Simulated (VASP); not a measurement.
# SnO2 (Cassiterite) (P4_2/mnm) in VASP: notebook, part 2 of 2

VASP 6.6.1.

## 3. Single point, PBE (volume scaled by 1.06, then relaxed in part)

INCAR reads:

```
SYSTEM = SnO2
ALGO     = Normal         ! electronic algorithm
EDIFF    = 1E-6           ! SCF threshold, eV
ENCUT    = 520            ! plane-wave cutoff, eV
GGA      = PE             ! functional
ISIF     = 2              ! what is computed and relaxed
ISMEAR   = -1             ! smearing method
LASPH    = .TRUE.         ! aspherical terms in the spheres
LCHARG   = .FALSE.        ! write CHGCAR
LREAL    = .FALSE.        ! projectors in reciprocal space
LWAVE    = .FALSE.        ! write WAVECAR
NBANDS   = 35             ! bands
NELM     = 60             ! most SCF steps
PREC     = Accurate       ! precision mode
SIGMA    = 0.02           ! smearing width, eV
```

KPOINTS reads:

```
k-points
0
G
  7 7 9
  0 0 0
```

POSCAR reads:

```
SnO2
1.0
    4.8309255526      0.0000000000      0.0000000000
    0.0000000000      4.8309255526      0.0000000000
    0.0000000000      0.0000000000      3.2489962586
Sn O
2 4
Direct
    0.0000000000      0.0000000000      0.0000000000
    0.5000000000      0.5000000000      0.5000000000
    0.3067363887      0.3067363887      0.0000000000
    0.1932636113      0.8067363887      0.5000000000
    0.6932636113      0.6932636113      0.0000000000
    0.8067363887      0.1932636113      0.5000000000
```

Potentials or basis: VASP PAW PBE potentials, release 64 (Sn_d, O).

Command:

```sh
$ cat potpaw_PBE.64/Sn_d/POTCAR potpaw_PBE.64/O/POTCAR > POTCAR
$ mpirun -np 1 vasp_std > vasp.out
```

OUTCAR:

```text
SYSTEM = SnO2
   EDIFF = 1E-6
   ENCUT = 520
   GGA = PE
   ISIF = 2
   ISMEAR = -1
   LASPH = .TRUE.
   LREAL = .FALSE.
   NELM = 60
   PREC = Accurate

 ion  position               nearest neighbor table
   1  0.000  0.000  0.000-   4 2.09   6 2.09   4 2.09   6 2.09   5 2.10   3 2.10
   2  0.500  0.500  0.500-   3 2.09   5 2.09   3 2.09   5 2.09   4 2.10   6 2.10
   3  0.307  0.307  0.000-   2 2.09   2 2.09   1 2.10
   4  0.193  0.807  0.500-   1 2.09   1 2.09   2 2.10
   5  0.693  0.693  0.000-   2 2.09   2 2.09   1 2.10
   6  0.807  0.193  0.500-   1 2.09   1 2.09   2 2.10

  LATTYP: Found a simple tetragonal cell.
 ALAT       =     4.8309255526
 C/A-ratio  =     0.6725411566

  Lattice vectors:

 A1 = (   4.8309255526,   0.0000000000,   0.0000000000)
 A2 = (   0.0000000000,   4.8309255526,   0.0000000000)
 A3 = (   0.0000000000,   0.0000000000,   3.2489962586)

Analysis of symmetry for initial positions (statically):
=====================================================================
 Subroutine PRICEL returns:
 Original cell was already a primitive cell.

 Routine SETGRP: Setting up the symmetry group for a
[... 174 lines left out ...]
  free energy    TOTEN  =       -37.31180089 eV

  energy without entropy =      -37.31180089  energy(sigma->0) =      -37.31180089

 E-fermi :   5.7839     XC(G=0): -10.9520

 val. band max:        5.4780000693   @ k =   0.0000   0.0000   0.0000
 cond. band min:       6.0890870851   @ k =   0.0000   0.0000   0.0000
 fundamental gap:      0.6110870157
 Fermi energy:         5.7838697470

 k-point     1 :       0.0000    0.0000    0.0000
  band No.  band energies     occupation
      1     -15.5493      2.00000
      2     -14.8937      2.00000
      3     -14.7106      2.00000
      4     -14.6835      2.00000
      5     -14.6835      2.00000
      6     -14.6209      2.00000
[... 901 lines left out ...]
     34      17.5025      0.00000
     35      17.6847      0.00000

 [... further k-points ...]
[... 5 lines left out ...]
  --------------------------------------------------------------------------------------
  -------------------------------------------------------------------------------------
  Total       -0.0776651     -0.0776651     -0.2981146      0.0000000      0.0000000      0.0000000
  in kB       -1.6410674     -1.6410674     -6.2991777      0.0000000      0.0000000      0.0000000
  external PRESSURE =      -3.1937709 kB  Pullay stress =       0.0000000 kB

 VOLUME and BASIS-vectors are now :
 -----------------------------------------------------------------------------
  energy-cutoff  :      520.00
  volume of cell :       75.82
      direct lattice vectors                 reciprocal lattice vectors
     4.830925553  0.000000000  0.000000000     0.206999671  0.000000000  0.000000000
     0.000000000  4.830925553  0.000000000     0.000000000  0.206999671  0.000000000
     0.000000000  0.000000000  3.248996259     0.000000000  0.000000000  0.307787366

 POSITION                                       TOTAL-FORCE (eV/Angst)
 -----------------------------------------------------------------------------------
      0.00000      0.00000      0.00000         0.000000     -0.000000      0.000000
      2.41546      2.41546      1.62450         0.000000     -0.000000      0.000000
      1.48182      1.48182      0.00000        -0.011616     -0.011616      0.000000
      0.93364      3.89728      1.62450         0.011616     -0.011616      0.000000
      3.34910      3.34910      0.00000         0.011616      0.011616      0.000000
      3.89728      0.93364      1.62450        -0.011616      0.011616      0.000000
 -----------------------------------------------------------------------------------
    total drift:                                0.000000      0.000000     -0.000000

  FREE ENERGIE OF THE ION-ELECTRON SYSTEM (eV)
  ---------------------------------------------------
  free  energy   TOTEN  =       -37.3118008894 eV

  energy  without entropy=      -37.3118008887  energy(sigma->0) =      -37.31180089
```

OSZICAR:

```text
N       E                     dE             d eps       ncg     rms          rms(c)
DAV:   1     0.645231727166E+03    0.64523E+03   -0.25486E+04  3831   0.227E+03
DAV:   2     0.595621751643E+02   -0.58567E+03   -0.55130E+03  3804   0.606E+02
DAV:   3    -0.382029670339E+02   -0.97765E+02   -0.95855E+02  3804   0.208E+02
DAV:   4    -0.433067981248E+02   -0.51038E+01   -0.50636E+01  4419   0.513E+01
DAV:   5    -0.434400640825E+02   -0.13327E+00   -0.13302E+00  4221   0.883E+00    0.156E+01
DAV:   6    -0.372408223809E+02    0.61992E+01   -0.17568E+01  5618   0.644E+01    0.601E+00
DAV:   7    -0.373428721053E+02   -0.10205E+00   -0.20100E+00  3976   0.791E+00    0.317E+00
DAV:   8    -0.373190170559E+02    0.23855E-01   -0.18966E-01  5274   0.385E+00    0.741E-01
DAV:   9    -0.373109116819E+02    0.81054E-02   -0.35049E-02  5636   0.279E+00    0.128E-01
DAV:  10    -0.373117196749E+02   -0.80799E-03   -0.41915E-03  4445   0.573E-01    0.463E-02
DAV:  11    -0.373118026195E+02   -0.82945E-04   -0.19946E-04  5354   0.120E-01    0.205E-02
DAV:  12    -0.373118037868E+02   -0.11673E-05   -0.13830E-05  5208   0.280E-02    0.134E-02
DAV:  13    -0.373118006191E+02    0.31678E-05   -0.93592E-06  4326   0.380E-02    0.284E-03
DAV:  14    -0.373118008894E+02   -0.27031E-06   -0.63397E-07  2236   0.608E-03
   1 F= -.37311801E+02 E0= -.37311801E+02  d E =-.708610E-09
```

It took 38 s on 1 thread of Intel Xeon 6975P-C (Granite Rapids), shared host; peak memory 0.24 GiB.

Results:

| Item | Value |
| --- | --- |
| Free energy | -37.3118 eV |
| Pressure | -0.3 GPa |
| Largest force | 0.016 eV/Å |
| Band gap on the k mesh | 0.61 eV, direct |

Forces in eV/Å, atoms in the order of the input:
```
Sn   0.000  0.000  0.000
Sn   0.000  0.000  0.000
O   -0.012 -0.012  0.000
O    0.012 -0.012  0.000
O    0.012  0.012  0.000
O   -0.012  0.012  0.000
```

Caveat: spin-orbit coupling is left out, which moves the levels of the heavy elements.
